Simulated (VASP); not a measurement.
# LiF (Griceite) (Fm-3m) in VASP: notebook

Runs on LiF (Griceite). Level: PBE. Tasks: single point.

All numbers are computed with VASP 6.6.1; they aren't measurements. Logs are shortened: lines on timing, memory, paths and dates and some standing lists are left out, and cuts for length are marked.

## Step 1: The cell of the first run

It takes space group Fm-3m (No. 225, cubic). Conventional cell: a = 4.055 Å, b = 4.055 Å, c = 4.055 Å, α = 90.00°, β = 90.00°, γ = 90.00°. Li (site symmetry m-3m) has 6 F at 2.03 Å within 2.7 Å. F (site symmetry m-3m) has 6 Li at 2.03 Å within 2.7 Å.

## Step 2: Single point, PBE (volume changed by +5%)

INCAR

```
SYSTEM = LiF
PREC = Accurate
ENCUT = 520
EDIFF = 1E-6
ISMEAR = 0
SIGMA = 0.01
LREAL = .False.
LASPH = .True.
NELM = 60
ALGO = Normal
ISIF = 2
LWAVE = .False.
LCHARG = .False.
GGA = PE
NBANDS = 12
```

KPOINTS

```
Automatic mesh
0
Gamma
  6 6 6
  0 0 0
```

POSCAR

```
LiF
1.0
    0.0000000000      2.0275777755      2.0275777755
    2.0275777755      0.0000000000      2.0275777755
    2.0275777755      2.0275777755      0.0000000000
Li F
1 1
Direct
    0.0000000000      0.0000000000      0.0000000000
    0.5000000000      0.5000000000      0.5000000000
```

Potentials or basis: VASP PAW PBE potentials, release 64 (Li_sv, F).

Started as:

```
> cat potpaw_PBE.64/Li_sv/POTCAR potpaw_PBE.64/F/POTCAR > POTCAR
> mpirun -np 1 vasp_std > vasp.out
```

OUTCAR:

```text
SYSTEM = LiF
   PREC = Accurate
   ENCUT = 520
   EDIFF = 1E-6
   ISMEAR = 0
   LREAL = .False.
   LASPH = .True.
   NELM = 60
   ISIF = 2
   GGA = PE

 ion  position               nearest neighbor table
   1  0.000  0.000  0.000-   2 2.03   2 2.03   2 2.03   2 2.03   2 2.03   2 2.03
   2  0.500  0.500  0.500-   1 2.03   1 2.03   1 2.03   1 2.03   1 2.03   1 2.03

  LATTYP: Found a face centered cubic cell.
 ALAT       =     4.0551555510

  Lattice vectors:

 A1 = (   0.0000000000,   2.0275777755,   2.0275777755)
 A2 = (   2.0275777755,   0.0000000000,   2.0275777755)
 A3 = (   2.0275777755,   2.0275777755,   0.0000000000)

Analysis of symmetry for initial positions (statically):
=====================================================================
 Subroutine PRICEL returns:
 Original cell was already a primitive cell.

 Routine SETGRP: Setting up the symmetry group for a
 face centered cubic supercell.

 Subroutine GETGRP returns: Found 48 space group operations
 (whereof 48 operations were pure point group operations)
 out of a pool of 48 trial point group operations.

The static configuration has the point symmetry O_h .

Analysis of symmetry for dynamics (positions and initial velocities):
=====================================================================
 Subroutine PRICEL returns:
 Original cell was already a primitive cell.

 Routine SETGRP: Setting up the symmetry group for a
 face centered cubic supercell.

 Subroutine GETGRP returns: Found 48 space group operations
 (whereof 48 operations were pure point group operations)
 out of a pool of 48 trial point group operations.

The dynamic configuration has the point symmetry O_h .

 Subroutine INISYM returns: Found 48 space group operations
 (whereof 48 operations are pure point group operations),
 and found     1 'primitive' translations

----------------------------------------------------------------------------------------

                                     Primitive cell

  volume of cell :      16.6710

  direct lattice vectors                    reciprocal lattice vectors
     0.000000000  2.027577776  2.027577776    -0.246599665  0.246599665  0.246599665
     2.027577776  0.000000000  2.027577776     0.246599665 -0.246599665  0.246599665
     2.027577776  2.027577776  0.000000000     0.246599665  0.246599665 -0.246599665

  length of vectors
     2.867427989  2.867427989  2.867427989     0.427123149  0.427123149  0.427123149

  position of ions in fractional coordinates (direct lattice)
     0.000000000  0.000000000  0.000000000
     0.500000000  0.500000000  0.500000000

  ion indices of the primitive-cell ions
   primitive index   ion index
                 1           1
                 2           2

----------------------------------------------------------------------------------------

 KPOINTS: Automatic mesh

Automatic generation of k-mesh.
 Grid dimensions read from file:
 generate k-points for:    6    6    6

 Generating k-lattice:

  Cartesian coordinates                     Fractional coordinates (reciprocal lattice)
    -0.041099944  0.041099944  0.041099944     0.166666667  0.000000000  0.000000000
     0.041099944 -0.041099944  0.041099944     0.000000000  0.166666667  0.000000000
     0.041099944  0.041099944 -0.041099944     0.000000000  0.000000000  0.166666667

  Length of vectors
     0.071187191  0.071187191  0.071187191

  Shift w.r.t. Gamma in fractional coordinates (k-lattice)
     0.000000000  0.000000000  0.000000000

 Subroutine IBZKPT returns following result:
 ===========================================

 Found     16 irreducible k-points:

 Following reciprocal coordinates:
            Coordinates               Weight
  0.000000  0.000000  0.000000      1.000000
  0.166667  0.000000  0.000000      8.000000
  0.333333  0.000000  0.000000      8.000000
  0.500000  0.000000  0.000000      4.000000
  0.166667  0.166667  0.000000      6.000000
  0.333333  0.166667  0.000000     24.000000
[... 8 lines left out ...]
 -0.333333  0.333333  0.166667     24.000000
 -0.333333  0.500000  0.166667     12.000000
   k-points           NKPTS =     16   k-points in BZ     NKDIM =     16   number of bands    NBANDS=     12
   number of dos      NEDOS =    301   number of ions     NIONS =      2
   total plane-waves  NPLWV =  13824
   dimension x,y,z NGX =    24 NGY =   24 NGZ =   24
   dimension x,y,z NGXF=    48 NGYF=   48 NGZF=   48
   ions per type =               1   1
   NGX,Y,Z   is equivalent  to a cutoff of  13.91, 13.91, 13.91 a.u.
   NGXF,Y,Z  is equivalent  to a cutoff of  27.83, 27.83, 27.83 a.u.
 SYSTEM =  LiF
   PREC   = accura    normal or accurate (medium, high low for compatibility)
   ISTART =      0    job   : 0-new  1-cont  2-samecut
   ICHARG =      2    charge: 1-file 2-atom 10-const
   ISPIN  =      1    spin polarized calculation?
   LNONCOLLINEAR =      F non collinear calculations
   LSORBIT =      F    spin-orbit coupling
   LASPH  =      T    aspherical Exc in radial PAW
   ENCUT  =  520.0 eV  38.22 Ry    6.18 a.u.   5.33  5.33  5.33*2*pi/ulx,y,z
   NELM   =     60;   NELMIN=  2; NELMDL= -5     # of ELM steps
   EDIFF  = 0.1E-05   stopping-criterion for ELM
   LREAL  =      F    real-space projection
   EDIFFG = 0.1E-04   stopping-criterion for IOM
   NSW    =      0    number of steps for IOM
   IBRION =     -1    ionic relax: 0-MD 1-quasi-New 2-CG
   NFREE  =      0    steps in history (QN), initial steepest desc. (CG)
   ISIF   =      2    stress and relaxation
   ISYM   =      2    0-nonsym 1-usesym 2-fastsym
   POTIM  = 0.5000    time-step for ionic-motion
   TEBEG  =    0.0;   TEEND  =   0.0 temperature during run
   PSTRESS=    0.0 pullay stress
   NELECT =      10.0000    total number of electrons
   NUPDOWN=      -1.0000    fix difference up-down
   EMIN   =  10.00;   EMAX   =-10.00  energy-range for DOS
   EFERMI =   0.00;   METHOD = LEGACY
   ISMEAR =     0;   SIGMA  =   0.01  broadening in eV -4-tet -1-fermi 0-gaus
   EFERMI_NEDOS =   21; number of points for ismear=-14 and -15
   IALGO  =     38    algorithm
   IMIX   =      4    mixing-type and parameters
     AMIX     =   0.40;   BMIX     =  1.00
     AMIX_MAG =   1.60;   BMIX_MAG =  1.00
  volume/ion in A,a.u.               =       8.34        56.25
  Fermi-wavevector in a.u.,A,eV,Ry     =   1.380662  2.609072 25.935793  1.906227
  Thomas-Fermi vector in A             =   2.505518
   LORBIT       =      0    0 simple, 1 ext, 2 COOP (PROOUT), +10 PAW based schemes
   GGA     = PE    functional components
   LHFCALC =     F    Hartree Fock is set to
   AEXX    =    0.0000 exact exchange contribution
   IVDW    =     0    specifies the selected vdW correction
   LEPSILON=     F    determine dielectric tensor
   LRPA    =     F    only Hartree local field effects (RPA)
 non-spin polarized calculation
 Gauss-broadening in eV      SIGMA  =   0.01
  energy-cutoff  :      520.00
  volume of cell :       16.67
 maximum number of plane-waves:       464
 NGX is ok and might be reduce to    24
   NGX = 11   NGY = 11   NGZ = 11

 number of electron      10.0000000 magnetization

 number of electron       9.9999991 magnetization

 Free energy of the ion-electron system (eV)
  ---------------------------------------------------
  ext. energy  EPLUGINS =         0.00000000
  ---------------------------------------------------
  free energy    TOTEN  =        -9.64050081 eV

  energy without entropy =       -9.64050081  energy(sigma->0) =       -9.64050081

 E-fermi :  -0.8991     XC(G=0):  -9.8846

 val. band max:       -1.1387777027   @ k =   0.0000   0.0000   0.0000
 cond. band min:       7.7716055928   @ k =   0.0000   0.0000   0.0000
 fundamental gap:      8.9103832954
 Fermi energy:        -0.8991429277

 k-point     1 :       0.0000    0.0000    0.0000
  band No.  band energies     occupation
      1     -42.1056      2.00000
      2     -21.0585      2.00000
      3      -1.1388      2.00000
      4      -1.1388      2.00000
      5      -1.1388      2.00000
      6       7.7716      0.00000
      7      22.5616      0.00000
      8      22.5616      0.00000
      9      22.5616      0.00000
     10      22.9863      0.00000
     11      22.9863      0.00000
     12      22.9863      0.00000

 k-point     2 :       0.1667    0.0000    0.0000
  band No.  band energies     occupation
      1     -42.0923      2.00000
      2     -20.9590      2.00000
      3      -1.8463      2.00000
      4      -1.1965      2.00000
      5      -1.1965      2.00000
      6       8.4896      0.00000
      7      18.2213      0.00000
      8      20.3547      0.00000
      9      20.3547      0.00000
     10      24.6116      0.00000
     11      24.8578      0.00000
     12      24.8578      0.00000

 k-point     3 :       0.3333    0.0000    0.0000
  band No.  band energies     occupation
      1     -42.0654      2.00000
      2     -20.7493      2.00000
      3      -3.0547      2.00000
      4      -1.3070      2.00000
      5      -1.3070      2.00000
      6       9.4051      0.00000
      7      15.7356      0.00000
      8      18.3384      0.00000
      9      18.3384      0.00000
     10      26.8023      0.00000
     11      27.5862      0.00000
     12      27.5862      0.00000
[... 166 lines left out ...]
 k-point    15 :      -0.3333    0.3333    0.1667
  band No.  band energies     occupation
      1     -42.0408      2.00000
      2     -20.4704      2.00000
      3      -3.2916      2.00000
      4      -2.7550      2.00000
      5      -1.7483      2.00000
      6      12.2550      0.00000
      7      14.0649      0.00000
      8      17.2197      0.00000
      9      17.8287      0.00000
     10      25.8086      0.00000
     11      26.6110      0.00000
     12      33.7603      0.00000

 k-point    16 :      -0.3333    0.5000    0.1667
  band No.  band energies     occupation
      1     -42.0373      2.00000
      2     -20.4064      2.00000
      3      -3.6210      2.00000
      4      -2.6509      2.00000
      5      -1.9636      2.00000
      6      13.5648      0.00000
      7      14.1501      0.00000
      8      16.0940      0.00000
      9      18.0875      0.00000
     10      22.5768      0.00000
     11      30.1513      0.00000
     12      32.2677      0.00000

------------------------ aborting loop because EDIFF is reached ----------------------------------------

  FORCE on cell =-STRESS in cart. coord.  units (eV):
  Direction    XX          YY          ZZ          XY          YZ          ZX
  --------------------------------------------------------------------------------------
  -------------------------------------------------------------------------------------
  Total        0.0191090      0.0191090      0.0191090     -0.0000000     -0.0000000      0.0000000
  in kB        1.8364830      1.8364830      1.8364830     -0.0000000     -0.0000000      0.0000000
  external PRESSURE =       1.8364830 kB  Pullay stress =       0.0000000 kB

 VOLUME and BASIS-vectors are now :
 -----------------------------------------------------------------------------
  energy-cutoff  :      520.00
  volume of cell :       16.67
      direct lattice vectors                 reciprocal lattice vectors
     0.000000000  2.027577776  2.027577776    -0.246599665  0.246599665  0.246599665
     2.027577776  0.000000000  2.027577776     0.246599665 -0.246599665  0.246599665
     2.027577776  2.027577776  0.000000000     0.246599665  0.246599665 -0.246599665

 POSITION                                       TOTAL-FORCE (eV/Angst)
 -----------------------------------------------------------------------------------
      0.00000      0.00000      0.00000         0.000000     -0.000000      0.000000
      2.02758      2.02758      2.02758        -0.000000      0.000000      0.000000
 -----------------------------------------------------------------------------------
    total drift:                               -0.000000     -0.000000      0.000000

  FREE ENERGIE OF THE ION-ELECTRON SYSTEM (eV)
  ---------------------------------------------------
  free  energy   TOTEN  =        -9.6405008124 eV

  energy  without entropy=       -9.6405008124  energy(sigma->0) =       -9.64050081
```

Wall time 5.1 s (1 thread of Intel Xeon 8259CL, shared host); peak memory 0.13 GiB.

Results:

* Free energy: -9.6405 eV
* Band gap on the k mesh: 8.91 eV, direct

Levels at points of the mesh, in eV from the valence-band top:
```csv
k point,band 3,band 4,band 5,band 6,band 7,band 8
"(0.00, 0.00, 0.00)",0.00,0.00,0.00,8.91,23.70,23.70
"(0.50, 0.00, 0.00)",-2.46,-0.22,-0.22,10.67,16.50,18.73
"(0.50, 0.50, 0.00)",-2.92,-0.97,-0.97,14.62,16.38,17.21
```

Caveat: the k points lie up to 0.45 Å⁻¹ apart; the cutoff is under 1.25 times the usual one of these potentials, so pressure, stress and relaxed cells hold a basis-set (Pulay) error.

## Step 3: Single point, PBE (volume changed by -10%)

INCAR

```
ALGO = Normal
EDIFF = 1E-6
ENCUT = 520
GGA = PE
ISIF = 2
ISMEAR = 0
LASPH = True
LCHARG = False
LREAL = False
LWAVE = False
NBANDS = 12
NELM = 100
PREC = Accurate
SIGMA = 0.01
```

KPOINTS

```
k-points
0
Gamma
  6 6 6
```

POSCAR

```
LiF
1.0
    0.0000000000      1.9260250252      1.9260250252
    1.9260250252      0.0000000000      1.9260250252
    1.9260250252      1.9260250252      0.0000000000
Li F
1 1
Direct
    0.0000000000      0.0000000000      0.0000000000
    0.5000000000      0.5000000000      0.5000000000
```

Potentials or basis: VASP PAW PBE potentials, release 64 (Li_sv, F).

Started as:

```
> cat potpaw_PBE.64/Li_sv/POTCAR potpaw_PBE.64/F/POTCAR > POTCAR
> mpirun -np 1 vasp_std > vasp.out
```

OUTCAR:

```text
EDIFF = 1E-6
   ENCUT = 520
   GGA = PE
   ISIF = 2
   ISMEAR = 0
   LASPH = True
   LREAL = False
   NELM = 100
   PREC = Accurate

 ion  position               nearest neighbor table
   1  0.000  0.000  0.000-   2 1.93   2 1.93   2 1.93   2 1.93   2 1.93   2 1.93
   2  0.500  0.500  0.500-   1 1.93   1 1.93   1 1.93   1 1.93   1 1.93   1 1.93

  LATTYP: Found a face centered cubic cell.
 ALAT       =     3.8520500504

  Lattice vectors:

 A1 = (   0.0000000000,   1.9260250252,   1.9260250252)
[... 417 lines left out ...]
------------------------ aborting loop because EDIFF is reached ----------------------------------------

  FORCE on cell =-STRESS in cart. coord.  units (eV):
  Direction    XX          YY          ZZ          XY          YZ          ZX
  --------------------------------------------------------------------------------------
  -------------------------------------------------------------------------------------
  Total        1.3448661      1.3448661      1.3448661      0.0000000      0.0000000     -0.0000000
  in kB      150.7904549    150.7904549    150.7904549      0.0000000      0.0000000     -0.0000000
  external PRESSURE =     150.7904549 kB  Pullay stress =       0.0000000 kB

 VOLUME and BASIS-vectors are now :
 -----------------------------------------------------------------------------
  energy-cutoff  :      520.00
  volume of cell :       14.29
      direct lattice vectors                 reciprocal lattice vectors
     0.000000000  1.926025025  1.926025025    -0.259602027  0.259602027  0.259602027
     1.926025025  0.000000000  1.926025025     0.259602027 -0.259602027  0.259602027
     1.926025025  1.926025025  0.000000000     0.259602027  0.259602027 -0.259602027

 POSITION                                       TOTAL-FORCE (eV/Angst)
 -----------------------------------------------------------------------------------
      0.00000      0.00000      0.00000        -0.000000     -0.000000     -0.000000
      1.92603      1.92603      1.92603         0.000000      0.000000      0.000000
 -----------------------------------------------------------------------------------
    total drift:                                0.000000      0.000000      0.000000

  FREE ENERGIE OF THE ION-ELECTRON SYSTEM (eV)
  ---------------------------------------------------
  free  energy   TOTEN  =        -9.5328054463 eV

  energy  without entropy=       -9.5328054463  energy(sigma->0) =       -9.53280545
```

stdout:

```text
POSCAR found type information on POSCAR LiF
 POSCAR found :  2 types and       2 ions
 scaLAPACK will be used
 LDA part: xc-table for (Slater+PW92), standard interpolation
 POSCAR, INCAR and KPOINTS ok, starting setup
 FFT: planning ... GRIDC
 FFT: planning ... GRID_SOFT
 FFT: planning ... GRID
 WAVECAR not read
 entering main loop
```

Wall time 5.5 s (1 thread of Intel Xeon 8259CL, shared host); peak memory 0.12 GiB.

What came out:

- Free energy: -9.5328 eV
- Band gap on the k mesh: 10.39 eV, direct

Caveat: the k points lie up to 0.47 Å⁻¹ apart; the cutoff is under 1.25 times the usual one of these potentials, so pressure, stress and relaxed cells hold a basis-set (Pulay) error.

## Step 4: Single point, PBE (volume changed by +10%)

INCAR

```
PREC = Accurate
ENCUT = 520
EDIFF = 1E-6
ISMEAR = 0
SIGMA = 0.01
LREAL = F
LASPH = T
NELM = 60
ALGO = Normal
ISIF = 2
LWAVE = F
LCHARG = T
GGA = PE
LELF = T
LVHAR = T
NBANDS = 12
```

KPOINTS

```
regular mesh
0
Gamma
  6 6 6
```

POSCAR

```
LiF
1.0
    0.0000000000      2.0592637962      2.0592637962
    2.0592637962      0.0000000000      2.0592637962
    2.0592637962      2.0592637962      0.0000000000
Li F
1 1
Direct
    0.0000000000      0.0000000000      0.0000000000
    0.5000000000      0.5000000000      0.5000000000
```

Started as:

```
> cat potpaw_PBE.64/Li_sv/POTCAR potpaw_PBE.64/F/POTCAR > POTCAR
> mpirun -np 1 vasp_std > vasp.out
```

It took 6.1 s on 1 thread of Intel Xeon 8259CL, shared host; peak memory 0.13 GiB.

Results (log left out):

```
Free energy            : -9.6363 eV
Band gap on the k mesh : 8.52 eV, direct
```

Levels at points of the mesh, in eV from the valence-band top:
```tsv
k point	band 3	band 4	band 5	band 6	band 7	band 8
(0.00, 0.00, 0.00)	0.00	0.00	0.00	8.52	23.10	23.10
(0.50, 0.00, 0.00)	-2.32	-0.21	-0.21	10.43	15.96	18.36
(0.50, 0.50, 0.00)	-2.73	-0.90	-0.90	14.20	16.15	16.66
```

Caveat: the k points lie up to 0.44 Å⁻¹ apart; the cutoff is under 1.25 times the usual one of these potentials, so pressure, stress and relaxed cells hold a basis-set (Pulay) error.

## Step 5: Summary

```csv
cell,gap on the mesh (eV)
"a = 2.867 Å, angles 60.0°, 2 atoms",8.91
"a = 2.724 Å, angles 60.0°, 2 atoms",10.39
"a = 2.912 Å, angles 60.0°, 2 atoms",8.52
```

Alike in all rows: task single point; level PBE; potentials or basis VASP PAW PBE potentials, release 64 (Li_sv, F); no spin polarisation; k mesh 6 × 6 × 6; cutoff (eV) 520; smearing gaussian 0.01 eV.

Caveats: all runs use coarse meshes; the cutoff is under 1.25 times the usual one of these potentials, so pressure, stress and relaxed cells hold a basis-set (Pulay) error.

Absolute energies hang on the potentials; compare differences alone.
